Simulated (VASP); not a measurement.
Write the native input for VASP 6.6.1 that does the following.

| Item | Value |
| --- | --- |
| Task | relaxation of cell and atoms |
| Functional | PBE |
| Potentials or basis | VASP PAW PBE potentials, release 64 (Zr_sv, Al, B, N) |
| Cutoff | 600 eV |
| k mesh | 3 × 3 × 3 |
| Occupations | gaussian, width 0.15 eV |
| Spin | no spin polarisation |
| Dipole correction | no |
| Further INCAR settings | ALGO = Normal; EDIFF = 1e-06; IBRION = 2; EDIFFG = -0.08; NSW = 36; ISIF = 3 |

The structure of ZrAl3B3N lies in POSCAR:

```
ZrAl3B3N
1.0
    4.7206730700      0.0000000000      0.0000000000
    0.0000000000      4.7206730700      0.0000000000
    0.0000000000      0.0000000000      4.7206730700
Zr Al B N
1 3 3 1
Direct
    0.5000000000      0.5000000000      0.5000000000
    0.0000000000      0.5000000000      0.5000000000
    0.5000000000      0.0000000000      0.5000000000
    0.5000000000      0.5000000000      0.0000000000
    0.5000000000      0.0000000000      0.0000000000
    0.0000000000      0.5000000000      0.0000000000
    0.0000000000      0.0000000000      0.5000000000
    0.0000000000      0.0000000000      0.0000000000
```

The cell was built from a structure type or drawn by symmetry, and may not be a known phase.

The input as run:

INCAR

```
SYSTEM = ZrAl3B3N
PREC = Accurate
ENCUT = 600
EDIFF = 1E-6
ISMEAR = 0
SIGMA = 0.15
LREAL = .FALSE.
LASPH = .TRUE.
NELM = 80
ALGO = Normal
ISIF = 3
LWAVE = .FALSE.
LCHARG = .FALSE.
GGA = PE
IBRION = 2
NSW = 36
EDIFFG = -0.08
```

KPOINTS

```
regular mesh
0
G
  3 3 3
  0 0 0
```

Potentials or basis: VASP PAW PBE potentials, release 64 (Zr_sv, Al, B, N).

Launch:

```bash
$ cat potpaw_PBE.64/Zr_sv/POTCAR potpaw_PBE.64/Al/POTCAR potpaw_PBE.64/B/POTCAR potpaw_PBE.64/N/POTCAR > POTCAR
$ mpirun -np 1 vasp_std > vasp.out
```

It gave:

| Property | Result |
| --- | --- |
| Relaxed volume | 14.32 Å³/atom |
| Relaxed cell | a = 4.857 Å, b = 4.857 Å, c = 4.857 Å, α = 90.00°, β = 90.00°, γ = 90.00° |
| Space group after relaxing (to 0.1 Å) | Pm-3m (No. 221) |
| Energy gained by relaxing | 24.9 meV/atom |
| Ionic steps | 2 |
| Pressure after relaxing | 0.1 GPa |
| Band gap on the k mesh | zero (an odd number of electrons rules out a gap without spin polarisation) |

Caveat: the k points lie up to 0.43 Å⁻¹ apart in the final cell, too coarse for converged energies and pressures of a metal.

Run time: 42 s on 1 thread of Intel Xeon 8259CL (shared host), peak memory 0.25 GiB.
